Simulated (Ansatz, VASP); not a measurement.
## Al in VASP and in Ansatz

```xyz
12
Lattice="5.6344 0.0000 0.0000 -2.8172 4.8795 0.0000 0.0000 0.0000 20.0320" Properties=species:S:1:pos:R:3 pbc="T T T"
Al    1.4086    0.8133    4.0000
Al    0.0000    3.2530    4.0000
Al    4.2258    0.8133    4.0000
Al    2.8172    3.2530    4.0000
Al    0.0000    1.6265    6.2663
Al   -1.4086    4.0663    6.2663
Al    2.8172    1.6265    6.2663
Al    1.4086    4.0663    6.2663
Al    0.0000    0.0000    8.5320
Al   -1.4086    2.4398    8.5320
Al    2.8172    0.0000    8.5320
Al    1.4086    2.4398    8.5320
```

Alike in both runs: task single point; functional LDA; k mesh 6 × 6 × 1; occupations gaussian, width 0.1 eV; no spin polarisation.

|  | VASP | Ansatz |
| --- | --- | --- |
| version | VASP 6.6.1 | Ansatz 0.2.0 |
| potentials or method | VASP PAW LDA potentials, release 64 (Al), cutoff 400 eV | scalar-relativistic, plane waves, PAW |
| valence electrons in the cell | 36 | 36 |

```csv
,VASP,Ansatz,Ansatz less VASP
gap on the k mesh at the Fermi level (eV),none,none,-
"work function, face that differs most (eV)",4.03,4.02,-0.009
```

Ansatz warns that its potentials were made for another functional, while VASP's fit it. LDA's correlation is that of Perdew and Zunger in VASP and of Perdew and Wang (1992) in Ansatz. A gap of «none» marks a metal or a gap that the smearing closes. Ansatz's warnings: xc potential rough in thin density.
